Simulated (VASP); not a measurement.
Set up this calculation in VASP 6.6.1, as the native input.

* Task: single point
* Functional: PBE
* Potentials or basis: VASP PAW PBE potentials, release 64 (Ag)
* Cutoff: 520 eV
* k mesh: 16 × 16 × 16
* Occupations: fermi-dirac, width 0.1 eV
* Spin: no spin polarisation
* Dipole correction: no
* Further INCAR settings: ALGO = Normal; EDIFF = 1e-07; NBANDS = 12

The structure of Ag lies in POSCAR:

```
Ag
1.0
    0.0000000000      2.0741351598      2.0741351598
    2.0741351598      0.0000000000      2.0741351598
    2.0741351598      2.0741351598      0.0000000000
Ag
1
Direct
    0.0000000000      0.0000000000      0.0000000000
```

The input as run:

INCAR

```
PREC = Accurate ; ENCUT = 520
EDIFF = 1E-7 ; ISMEAR = -1
SIGMA = 0.1 ; LREAL = F
LASPH = T ; NELM = 80
ALGO = Normal ; ISIF = 2
LWAVE = F ; LCHARG = F
GGA = PE ; NBANDS = 12
```

KPOINTS

```
Automatic mesh
0
Gamma
  16 16 16
```

Potentials or basis: VASP PAW PBE potentials, release 64 (Ag).

Launch:

```console
$ cat potpaw_PBE.64/Ag/POTCAR > POTCAR
$ mpirun -np 1 vasp_std > vasp.out
```

It gave:

* Pressure: -0.1 GPa

Wall time 18 s on 1 thread of Intel Xeon 6975P-C (shared host), peak memory 0.16 GiB.
